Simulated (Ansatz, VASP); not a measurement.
## One calculation of B, two programs

The input INCAR:

```
  ALGO = Normal
  EDIFF = 1E-6
  ENCUT = 520
  GGA = RP
  ISIF = 2
  ISMEAR = -1
  LASPH = T
  LCHARG = F
  LREAL = F
  LWAVE = F
  NBANDS = 10
  NELM = 100
  PREC = Accurate
  SIGMA = 0.1
```

File KPOINTS:

```
k-points
0
Gamma
  15 15 15
```

POSCAR

```
B
1.0
    0.0000000000      2.0110454895      2.0110454895
    2.0110454895      0.0000000000      2.0110454895
    2.0110454895      2.0110454895      0.0000000000
B
2
Direct
    0.1250000000      0.1250000000      0.1250000000
    0.8750000000      0.8750000000      0.8750000000
```

Input for Ansatz:

```yaml
crystal:
  lattice:
    - [0.0, 2.0110454895, 2.0110454895]
    - [2.0110454895, 0.0, 2.0110454895]
    - [2.0110454895, 2.0110454895, 0.0]
  atoms:
    - { symbol: B, position: [0.125, 0.125, 0.125] }
    - { symbol: B, position: [0.875, 0.875, 0.875] }
hamiltonian:
  xc: rpbe
  pseudopotentials:
    kind: paw
    azcp:
      B: "pseudopotentials/B.paw.azcp"
basis:
  ecutwfc: 420
  fft_grid_basis: typed
kpoints:
  mp_grid: { grid: [15, 15, 15], shift: [0, 0, 0] }
magnetization:
  spin_polarized: false
scf:
  occupations: { method: fermi_dirac, width: 0.1 }
  lower_state_search: "off"
output:
  stress: true
```

Alike in both runs: task single point; functional RPBE; k mesh 15 × 15 × 15; occupations fermi-dirac, width 0.1 eV; no spin polarisation.

|  | VASP | Ansatz |
| --- | --- | --- |
| version | VASP 6.6.1 | Ansatz 0.2.0 |
| potentials or method | VASP PAW PBE potentials, release 64 (B), cutoff 520 eV | plane waves (420 eV) with PAW, scalar-relativistic |
| valence electrons in the cell | 6 | 6 |

```csv
,VASP,Ansatz,Ansatz less VASP
pressure (GPa),7.3,7.4,+0.09
```

VASP's potentials were made for PBE, not for RPBE. The functional is the same, so the differences come from potentials, cutoffs and numerics.
